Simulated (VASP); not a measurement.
# GeCl2 (Cmmm) in VASP: a series of runs

GeCl2 is run at these levels: PBE; tasks: single point, relaxation of cell and atoms.

Program: VASP 6.6.1. These are calculated values, not measurements. Logs are shortened: lines on timing, memory, paths and dates and some standing lists are left out, and cuts for length are marked.

## (1) The cell of the first run

The structure is orthorhombic, space group Cmmm (No. 65). The conventional cell has a = 9.103 Å, b = 9.103 Å, c = 4.551 Å, α = 90.00°, β = 90.00°, γ = 90.00°. Ge (site symmetry mmm) has 12 Cl at 3.09 to 3.35 Å and 8 Ge at 3.94 Å within 4.1 Å. Within 3.0 Å of Ge (site symmetry 2/m) lie 6 Cl at 2.28 Å. Within 3.3 Å of Cl (site symmetry m2m) lie 4 Ge at 2.28 to 3.09 Å and 8 Cl at 3.22 to 3.23 Å. Cl (site symmetry 2mm) has 2 Ge at 2.28 Å within 3.0 Å. Cl (site symmetry 2/m) has 2 Ge at 2.28 Å within 3.0 Å.

## (2) Single point, PBE

The input, INCAR:

```
  PREC = Accurate
  ENCUT = 520
  EDIFF = 1E-6
  ISMEAR = 0
  SIGMA = 0.1
  LREAL = False
  LASPH = True
  NELM = 60
  ALGO = Normal
  ISIF = 2
  LWAVE = False
  LCHARG = False
  GGA = PE
  NBANDS = 52
```

The input, KPOINTS:

```
Automatic mesh
0
Gamma
  4 4 4
```

The input, POSCAR:

```
GeCl2
1.0
    4.5514110700     -4.5514110700      0.0000000000
    4.5514110700      4.5514110700      0.0000000000
    0.0000000000      0.0000000000      4.5514110700
Ge Cl
3 6
Direct
    0.0000000000      0.0000000000      0.5000000000
    0.0000000000      0.5000000000      0.0000000000
    0.5000000000      0.0000000000      0.0000000000
    0.7707966700      0.7707966700      0.0000000000
    0.2707966700      0.7292033300      0.0000000000
    0.0000000000      0.5000000000      0.5000000000
    0.2292033300      0.2292033300      0.0000000000
    0.7292033300      0.2707966700      0.0000000000
    0.5000000000      0.0000000000      0.5000000000
```

Potentials or basis: VASP PAW PBE potentials, release 64 (Ge_d, Cl).

Run with:

```console
$ cat potpaw_PBE.64/Ge_d/POTCAR potpaw_PBE.64/Cl/POTCAR > POTCAR
$ mpirun -np 1 vasp_std > vasp.out
```

OUTCAR:

```text
PREC = Accurate
   ENCUT = 520
   EDIFF = 1E-6
   ISMEAR = 0
   LREAL = False
   LASPH = True
   NELM = 60
   ISIF = 2
   GGA = PE

 ion  position               nearest neighbor table
   1  0.000  0.000  0.500-
   2  0.000  0.500  0.000-   6 2.28   6 2.28   4 2.28   7 2.28   8 2.28   5 2.28
   3  0.500  0.000  0.000-   9 2.28   9 2.28   7 2.28   8 2.28   4 2.28   5 2.28
   4  0.771  0.771  0.000-   2 2.28   3 2.28
   5  0.271  0.729  0.000-   2 2.28   3 2.28
   6  0.000  0.500  0.500-   2 2.28   2 2.28
   7  0.229  0.229  0.000-   2 2.28   3 2.28
   8  0.729  0.271  0.000-   2 2.28   3 2.28
   9  0.500  0.000  0.500-   3 2.28   3 2.28

  LATTYP: Found a simple tetragonal cell.
 ALAT       =     6.4366672631
 C/A-ratio  =     0.7071067812

  Lattice vectors:

 A1 = (   4.5514110700,  -4.5514110700,   0.0000000000)
 A2 = (   4.5514110700,   4.5514110700,   0.0000000000)
 A3 = (   0.0000000000,   0.0000000000,   4.5514110700)

Analysis of symmetry for initial positions (statically):
=====================================================================
 Subroutine PRICEL returns:
 Original cell was already a primitive cell.

 Routine SETGRP: Setting up the symmetry group for a
 simple tetragonal supercell.

 Subroutine GETGRP returns: Found  8 space group operations
 (whereof  8 operations were pure point group operations)
 out of a pool of 16 trial point group operations.

The static configuration has the point symmetry D_2h.

Analysis of symmetry for dynamics (positions and initial velocities):
=====================================================================
 Subroutine PRICEL returns:
 Original cell was already a primitive cell.

 Routine SETGRP: Setting up the symmetry group for a
 simple tetragonal supercell.

 Subroutine GETGRP returns: Found  8 space group operations
 (whereof  8 operations were pure point group operations)
 out of a pool of 16 trial point group operations.

The dynamic configuration has the point symmetry D_2h.

 Subroutine INISYM returns: Found  8 space group operations
 (whereof  8 operations are pure point group operations),
 and found     1 'primitive' translations

----------------------------------------------------------------------------------------

                                     Primitive cell

  volume of cell :     188.5681

  direct lattice vectors                    reciprocal lattice vectors
     4.551411070 -4.551411070  0.000000000     0.109856041 -0.109856041  0.000000000
     4.551411070  4.551411070  0.000000000     0.109856041  0.109856041  0.000000000
     0.000000000  0.000000000  4.551411070     0.000000000  0.000000000  0.219712082

  length of vectors
     6.436667263  6.436667263  4.551411070     0.155359903  0.155359903  0.219712082

  position of ions in fractional coordinates (direct lattice)
     0.000000000  0.000000000  0.500000000
     0.000000000  0.500000000  0.000000000
     0.500000000  0.000000000  0.000000000
     0.770796670  0.770796670  0.000000000
     0.270796670  0.729203330  0.000000000
     0.000000000  0.500000000  0.500000000
     0.229203330  0.229203330  0.000000000
     0.729203330  0.270796670  0.000000000
     0.500000000  0.000000000  0.500000000

  ion indices of the primitive-cell ions
   primitive index   ion index
                 1           1
                 2           2
                 3           3
                 4           4
                 5           5
                 6           6
                 7           7
                 8           8
                 9           9

----------------------------------------------------------------------------------------

 KPOINTS: Automatic mesh

Automatic generation of k-mesh.
 Grid dimensions read from file:
 generate k-points for:    4    4    4

 Generating k-lattice:

  Cartesian coordinates                     Fractional coordinates (reciprocal lattice)
     0.027464010 -0.027464010  0.000000000     0.250000000  0.000000000  0.000000000
     0.027464010  0.027464010  0.000000000     0.000000000  0.250000000  0.000000000
[... 50 lines left out ...]
  free energy    TOTEN  =       -25.30697513 eV

  energy without entropy =      -25.29211256  energy(sigma->0) =      -25.29954385

 E-fermi :   5.4334     XC(G=0):  -9.4469

 val. band max:        5.4032064932   @ k =   0.5000   0.5000   0.0000
 cond. band min:       5.4702287736   @ k =   0.5000   0.2500   0.2500
 fundamental gap:      0.0670222804
 Fermi energy:         5.4334027289

 k-point     1 :       0.0000    0.0000    0.0000
  band No.  band energies     occupation
      1     -21.2649      2.00000
      2     -21.2559      2.00000
      3     -21.2171      2.00000
      4     -21.1676      2.00000
      5     -21.1619      2.00000
      6     -20.3615      2.00000
[... 44 lines left out ...]
     51      10.2059      0.00000
     52      10.4097      0.00000

 k-point     2 :       0.2500    0.0000    0.0000
  band No.  band energies     occupation
      1     -21.2649      2.00000
      2     -21.2559      2.00000
      3     -21.2171      2.00000
      4     -21.1676      2.00000
      5     -21.1619      2.00000
      6     -20.3588      2.00000
[... 44 lines left out ...]
     51      10.5579      0.00000
     52      10.8836      0.00000

 k-point     3 :       0.5000    0.0000    0.0000
  band No.  band energies     occupation
      1     -21.2649      2.00000
      2     -21.2559      2.00000
      3     -21.2171      2.00000
      4     -21.1675      2.00000
      5     -21.1619      2.00000
      6     -20.3531      2.00000
[... 44 lines left out ...]
     51      11.0003      0.00000
     52      11.0425      0.00000
[... 881 lines left out ...]
 k-point    20 :       0.5000    0.2500    0.5000
  band No.  band energies     occupation
      1     -21.2639      2.00000
      2     -21.2566      2.00000
      3     -21.2175      2.00000
      4     -21.1675      2.00000
      5     -21.1617      2.00000
      6     -20.3474      2.00000
[... 44 lines left out ...]
     51      11.0695      0.00000
     52      11.1536      0.00000

 k-point    21 :       0.5000    0.5000    0.5000
  band No.  band energies     occupation
      1     -21.2639      2.00000
      2     -21.2566      2.00000
      3     -21.2175      2.00000
      4     -21.1675      2.00000
      5     -21.1617      2.00000
      6     -20.3502      2.00000
[... 44 lines left out ...]
     51      11.5619      0.00000
     52      11.7385      0.00000

------------------------ aborting loop because EDIFF is reached ----------------------------------------

  FORCE on cell =-STRESS in cart. coord.  units (eV):
  Direction    XX          YY          ZZ          XY          YZ          ZX
  --------------------------------------------------------------------------------------
  -------------------------------------------------------------------------------------
  Total       21.3335472     22.7828692     22.8334081      0.0000000      0.0000000      0.0000000
  in kB      181.2614604    193.5756914    194.0050973      0.0000000      0.0000000      0.0000000
  external PRESSURE =     189.6140830 kB  Pullay stress =       0.0000000 kB

 VOLUME and BASIS-vectors are now :
 -----------------------------------------------------------------------------
  energy-cutoff  :      520.00
  volume of cell :      188.57
      direct lattice vectors                 reciprocal lattice vectors
     4.551411070 -4.551411070  0.000000000     0.109856041 -0.109856041  0.000000000
     4.551411070  4.551411070  0.000000000     0.109856041  0.109856041  0.000000000
     0.000000000  0.000000000  4.551411070     0.000000000  0.000000000  0.219712082

 POSITION                                       TOTAL-FORCE (eV/Angst)
 -----------------------------------------------------------------------------------
      0.00000      0.00000      2.27571        -0.000000      0.000000      0.000000
      2.27571      2.27571      0.00000        -0.000000      0.000000      0.000000
      2.27571     -2.27571      0.00000        -0.000000     -0.000000      0.000000
      7.01642      0.00000      0.00000         0.527445      0.000000      0.000000
      4.55141      2.08640      0.00000        -0.000000     -0.269877      0.000000
      2.27571      2.27571      2.27571        -0.000000      0.000000      0.000000
      2.08640      0.00000      0.00000        -0.527445      0.000000      0.000000
      4.55141     -2.08640      0.00000        -0.000000      0.269877     -0.000000
      2.27571     -2.27571      2.27571        -0.000000      0.000000      0.000000
 -----------------------------------------------------------------------------------
    total drift:                                0.000000     -0.000000      0.000000

  FREE ENERGIE OF THE ION-ELECTRON SYSTEM (eV)
  ---------------------------------------------------
  free  energy   TOTEN  =       -25.3069751335 eV

  energy  without entropy=      -25.2921125625  energy(sigma->0) =      -25.29954385
```

Wall time 88 s (1 thread of Intel Xeon 6975P-C (Granite Rapids), shared host); peak memory 0.35 GiB.

Results:

```yaml
Free_energy: -25.3070 eV
Pressure: 19.0 GPa
Largest_force: 0.527 eV/Å
Band_gap_on_the_k_mesh: zero (bands 42 and 43 overlap by 0.55 eV)
```

Forces on the atoms (eV/Å):
```
Ge   0.000  0.000  0.000
Ge   0.000  0.000  0.000
Ge   0.000  0.000  0.000
Cl   0.527  0.000  0.000
Cl   0.000 -0.270  0.000
Cl   0.000  0.000  0.000
Cl  -0.527  0.000  0.000
Cl   0.000  0.270  0.000
Cl   0.000  0.000  0.000
```

Levels at points of the mesh, in eV from the Fermi level:
```csv
k point,band 38,band 39,band 40,band 41,band 42,band 43,band 44,band 45,band 46,band 47
"(0.00, 0.00, 0.00)",-4.10,-4.03,-4.02,-3.12,0.34,0.80,0.81,0.97,2.07,2.14
"(0.50, 0.00, 0.00)",-4.21,-3.92,-3.72,-2.51,-2.27,-0.10,0.46,0.87,4.72,4.87
"(0.50, 0.50, 0.00)",-4.27,-3.96,-3.95,-1.61,-1.32,-0.03,0.13,0.56,2.52,2.78
"(0.00, 0.00, 0.50)",-3.29,-3.26,-2.97,-1.17,0.44,0.93,1.02,1.09,1.13,1.20
"(0.50, 0.00, 0.50)",-3.76,-3.56,-3.46,-0.57,-0.32,-0.11,0.71,1.11,1.98,2.02
"(0.50, 0.50, 0.50)",-4.62,-3.29,-2.97,-0.21,0.15,0.40,0.96,1.05,1.89,1.93
```

Caveat: the cell stands under pressure.

## (3) Single point, PBE

This run uses another cell than the first one, of 28.15 Å³/atom.

The input, INCAR:

```
SYSTEM = GeCl2
ALGO = Normal
EDIFF = 1E-7
ENCUT = 520
GGA = PE
ISIF = 2
ISMEAR = 0
LASPH = .True.
LCHARG = .False.
LREAL = .False.
LWAVE = .False.
NBANDS = 52
NELM = 60
PREC = Accurate
SIGMA = 0.1
```

The input, KPOINTS:

```
k-points
0
Gamma
  4 4 4
  0 0 0
```

The input, POSCAR:

```
GeCl2
1.0
    4.9380526703     -5.0805455453      0.0000000000
    4.9380526703      5.0805455453      0.0000000000
    0.0000000000      0.0000000000      5.0486357632
Ge Cl
3 6
Direct
    0.0000000000      0.0000000000      0.5000000000
    0.0000000000      0.5000000000      0.0000000000
    0.5000000000      0.0000000000      0.0000000000
    0.8395591598      0.8395591598      0.0000000000
    0.3127336429      0.6872663571      0.0000000000
    0.0000000000      0.5000000000      0.5000000000
    0.1604408402      0.1604408402      0.0000000000
    0.6872663571      0.3127336429      0.0000000000
    0.5000000000      0.0000000000      0.5000000000
```

Potentials or basis: VASP PAW PBE potentials, release 64 (Ge_d, Cl).

Run with:

```console
$ cat potpaw_PBE.64/Ge_d/POTCAR potpaw_PBE.64/Cl/POTCAR > POTCAR
$ mpirun -np 1 vasp_std > vasp.out
```

Run time: 3.4 min. Hardware: 1 thread of Intel Xeon 6975P-C (Granite Rapids), shared host; peak memory 0.44 GiB.

The run converged. Its results:

```yaml
Free_energy: -29.3408 eV
Pressure: 0.3 GPa
Largest_force: 0.005 eV/Å
Band_gap_on_the_k_mesh: zero (bands 42 and 43 overlap by 0.68 eV)
```

Forces on the atoms (eV/Å):
```
Ge   0.000  0.000  0.000
Ge   0.000  0.000  0.000
Ge   0.000  0.000  0.000
Cl  -0.002  0.000  0.000
Cl   0.000 -0.005  0.000
Cl   0.000  0.000  0.000
Cl   0.002  0.000  0.000
Cl   0.000  0.005  0.000
Cl   0.000  0.000  0.000
```

Levels at points of the mesh, in eV from the Fermi level:
```csv
k point,band 38,band 39,band 40,band 41,band 42,band 43,band 44,band 45,band 46,band 47
"(0.00, 0.00, 0.00)",-2.35,-2.19,-2.08,-1.97,-0.47,0.60,0.69,1.62,2.28,2.61
"(0.50, 0.00, 0.00)",-2.36,-2.24,-2.17,-1.78,-1.66,0.00,0.61,1.64,3.46,3.53
"(0.50, 0.50, 0.00)",-2.41,-2.38,-2.12,-2.01,-1.09,-0.09,0.18,1.65,2.64,2.92
"(0.00, 0.00, 0.50)",-2.55,-2.05,-1.60,-0.99,0.59,0.80,1.34,1.62,1.66,1.79
"(0.50, 0.00, 0.50)",-2.32,-1.99,-1.93,-0.50,-0.49,0.17,1.25,1.46,2.23,2.32
"(0.50, 0.50, 0.50)",-2.60,-2.10,-1.63,-0.67,-0.17,0.16,1.02,1.18,2.22,2.31
```

## (4) Relaxation of cell and atoms, PBE

The input, INCAR:

```
SYSTEM = GeCl2
PREC = Accurate
ENCUT = 600
EDIFF = 1E-6
ISMEAR = 0
SIGMA = 0.1
LREAL = .FALSE.
LASPH = .TRUE.
NELM = 100
ALGO = Normal
ISIF = 3
LWAVE = .FALSE.
LCHARG = .FALSE.
GGA = PE
IBRION = 2
NSW = 90
EDIFFG = -0.04
```

The input, KPOINTS:

```
Automatic mesh
0
G
  4 4 4
  0 0 0
```

The input, POSCAR:

```
GeCl2
1.0
    4.5514110700     -4.5514110700      0.0000000000
    4.5514110700      4.5514110700      0.0000000000
    0.0000000000      0.0000000000      4.5514110700
Ge Cl
3 6
Direct
    0.0000000000      0.0000000000      0.5000000000
    0.0000000000      0.5000000000      0.0000000000
    0.5000000000      0.0000000000      0.0000000000
    0.7707966700      0.7707966700      0.0000000000
    0.2707966700      0.7292033300      0.0000000000
    0.0000000000      0.5000000000      0.5000000000
    0.2292033300      0.2292033300      0.0000000000
    0.7292033300      0.2707966700      0.0000000000
    0.5000000000      0.0000000000      0.5000000000
```

Run with:

```console
$ cat potpaw_PBE.64/Ge_d/POTCAR potpaw_PBE.64/Cl/POTCAR > POTCAR
$ mpirun -np 1 vasp_std > vasp.out
```

Wall time 37 min (1 thread of Intel Xeon 6975P-C (Granite Rapids), shared host); peak memory 0.43 GiB.

Results (log left out):

```
Free energy                           : -29.3235 eV
Relaxed volume                        : 28.42 Å³/atom
Relaxed cell                          : a = 7.117 Å, b = 7.117 Å, c = 5.052 Å, α = 90.00°, β = 90.00°, γ = 91.30°
Space group after relaxing (to 0.1 Å) : Cmmm (No. 65)
Energy gained by relaxing             : 446.0 meV/atom
Ionic steps                           : 26
Pressure after relaxing               : 0.0 GPa
Largest force after relaxing          : 0.040 eV/Å
Band gap on the k mesh                : zero (bands 42 and 43 overlap by 0.66 eV)
```

Forces on the atoms (eV/Å):
```
Ge   0.000  0.000  0.000
Ge   0.000  0.000  0.000
Ge   0.000  0.000  0.000
Cl  -0.019  0.000  0.000
Cl   0.000 -0.040  0.000
Cl   0.000  0.000  0.000
Cl   0.019  0.000  0.000
Cl   0.000  0.040  0.000
Cl   0.000  0.000  0.000
```

Stress tensor (GPa, compression positive):
```
-0.06  0.00  0.00
 0.00  0.18  0.00
 0.00  0.00  0.03
```

Step by step:
```tsv
step	energy change (eV)	largest force (eV/Å)	pressure (GPa)	volume (Å³)
1	0.0000	0.5270	19.02	188.57
2	-3.2937	0.6582	-0.52	264.91
3	-3.2994	0.6571	0.00	260.14
4	-3.2993	0.6582	-0.16	261.73
5	-3.3595	0.6474	-0.15	262.07
6	-3.4771	0.5916	0.08	262.94
7	-3.3661	0.3678	1.15	264.03
8	-3.4916	0.5361	0.29	263.32
9	-3.5406	0.5065	0.21	264.58
10	-3.6630	0.4075	-0.02	268.33
11	-3.7556	0.2974	-0.23	275.76
12	-3.7574	0.2814	-0.24	274.79
13	-3.7832	0.2861	-0.15	272.41
14	-3.8236	0.3003	0.20	265.22
15	-3.8497	0.2874	-0.01	265.69
16	-3.8954	0.2414	-0.58	267.02
17	-3.9012	0.2153	-0.80	267.59
18	-3.9117	0.2093	-0.77	266.85
19	-3.9399	0.1904	-0.68	264.64
20	-3.9788	0.1436	-0.45	260.24
21	-3.9586	0.3800	0.21	251.54
22	-3.9889	0.1061	-0.22	257.32
23	-4.0027	0.0841	-0.13	256.60
24	-4.0133	0.0493	0.09	255.28
25	-4.0133	0.0478	0.11	255.23
26	-4.0143	0.0395	0.05	255.78
```

Final structure:
```yaml
crystal:
  lattice:
    - [4.97481, -5.08887, 0.00000]
    - [4.97481, 5.08887, 0.00000]
    - [0.00000, 0.00000, 5.05179]
  atoms:
    - { symbol: Ge, position: [0.00000, 0.00000, 0.50000] }
    - { symbol: Ge, position: [0.00000, 0.50000, 0.00000] }
    - { symbol: Ge, position: [0.50000, 0.00000, 0.00000] }
    - { symbol: Cl, position: [0.84005, 0.84005, 0.00000] }
    - { symbol: Cl, position: [0.30816, 0.69184, 0.00000] }
    - { symbol: Cl, position: [0.00000, 0.50000, 0.50000] }
    - { symbol: Cl, position: [0.15995, 0.15995, 0.00000] }
    - { symbol: Cl, position: [0.69184, 0.30816, 0.00000] }
    - { symbol: Cl, position: [0.50000, 0.00000, 0.50000] }
```

Levels at points of the mesh, in eV from the Fermi level:
| k point | band 39 | band 40 | band 41 | band 42 | band 43 | band 44 | band 45 | band 46 |
| --- | --- | --- | --- | --- | --- | --- | --- | --- |
| (0.00, 0.00, 0.00) | -2.17 | -2.07 | -1.96 | -0.52 | 0.57 | 0.67 | 1.61 | 2.28 |
| (0.50, 0.00, 0.00) | -2.24 | -2.18 | -1.81 | -1.72 | 0.00 | 0.59 | 1.62 | 3.41 |
| (0.50, 0.50, 0.00) | -2.37 | -2.09 | -2.02 | -1.07 | -0.09 | 0.17 | 1.64 | 2.64 |
| (0.00, 0.00, 0.50) | -2.03 | -1.60 | -1.01 | 0.57 | 0.75 | 1.33 | 1.63 | 1.63 |
| (0.50, 0.00, 0.50) | -1.98 | -1.93 | -0.55 | -0.51 | 0.16 | 1.24 | 1.44 | 2.22 |
| (0.50, 0.50, 0.50) | -2.10 | -1.63 | -0.70 | -0.15 | 0.17 | 1.03 | 1.18 | 2.21 |

Caveat: the volume moved by over 15 % at a fixed basis, so the end points are rough.

## (5) Summary

| task | cell | cutoff (eV) | gap on the mesh (eV) | pressure (GPa) | largest force (eV/Å) |
| --- | --- | --- | --- | --- | --- |
| single point | a = 6.437, b = 6.437, c = 4.551 Å, 9 atoms, atomic positions A | 520 | none | 19.0 | 0.53 |
| single point | a = 7.085, b = 7.085, c = 5.049 Å, angles 90.0, 90.0, 91.6°, 9 atoms, atomic positions B | 520 | none | 0.3 | - |
| relaxation of cell and atoms | relaxed from a = 6.437, b = 6.437, c = 4.551 Å, 9 atoms, atomic positions A | 600 | none | 0.0 | 0.04 |

Alike in all rows: level PBE; potentials or basis VASP PAW PBE potentials, release 64 (Ge_d, Cl); no spin polarisation; k mesh 4 × 4 × 4; smearing gaussian 0.1 eV.

Caveats: the cell stands under pressure (at least some runs); the volume moved by over 15 % at a fixed basis, so the end points are rough (at least some runs).

Total energies depend on the potentials used, so only differences within one code and one set of settings carry meaning.

The gap in the log of VASP goes by the Fermi energy; the results here count the filled bands.